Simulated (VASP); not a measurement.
Wanted: the native input for a VASP 6.6.1 run.

```yaml
Task: relaxation of the atoms
Functional: PBEsol
Potentials_or_basis: VASP PAW PBE potentials, release 64 (B, N)
Cutoff: 520 eV
k_mesh: 9 × 9 × 6
Occupations: gaussian, width 0.02 eV
Spin: no spin polarisation
Dipole_correction: no
Further_INCAR_settings: ALGO = Normal; EDIFF = 1e-06; IBRION = 2; EDIFFG = -0.002; NSW = 60
```

The structure of BN lies in POSCAR:

```
BN
1.0
    2.5659661661      0.0000000000      0.0000000000
   -1.2829830830      2.2221918851      0.0000000000
    0.0000000000      0.0000000000      4.1977517949
B N
2 2
Direct
    0.3333333333      0.6666666667     -0.0003696467
    0.6666666667      0.3333333333      0.4996303533
    0.3333333333      0.6666666667      0.3743696467
    0.6666666667      0.3333333333      0.8743696467
```

This cell differs from its parent crystal: strained cell.

The input as run:

INCAR

```
PREC = Accurate
ENCUT = 520
EDIFF = 1E-6
ISMEAR = 0
SIGMA = 0.02
LREAL = F
LASPH = T
NELM = 100
ALGO = Normal
ISIF = 2
LWAVE = F
LCHARG = F
GGA = PS
IBRION = 2
NSW = 60
EDIFFG = -0.002
```

KPOINTS

```
regular mesh
0
Gamma
  9 9 6
```

Potentials or basis: VASP PAW PBE potentials, release 64 (B, N).

Command:

```sh
$ cat potpaw_PBE.64/B/POTCAR potpaw_PBE.64/N/POTCAR > POTCAR
$ mpirun -np 1 vasp_std > vasp.out
```

Results of the run:

The pressure after relaxing is -6.2 GPa. The band gap on the k mesh is 5.03 eV (least direct gap 8.07 eV).

Caveat: the cell differs from its parent crystal (strained cell); the relaxation stopped at its first step, so nothing moved; the PAW data sets were made with another functional, which shifts forces and pressure a little; an odd mesh through Γ misses points on the zone boundary, where band edges can lie.

It took 20 s on 1 thread of Intel Xeon 8259CL, with other jobs on the host, peak memory 0.14 GiB.
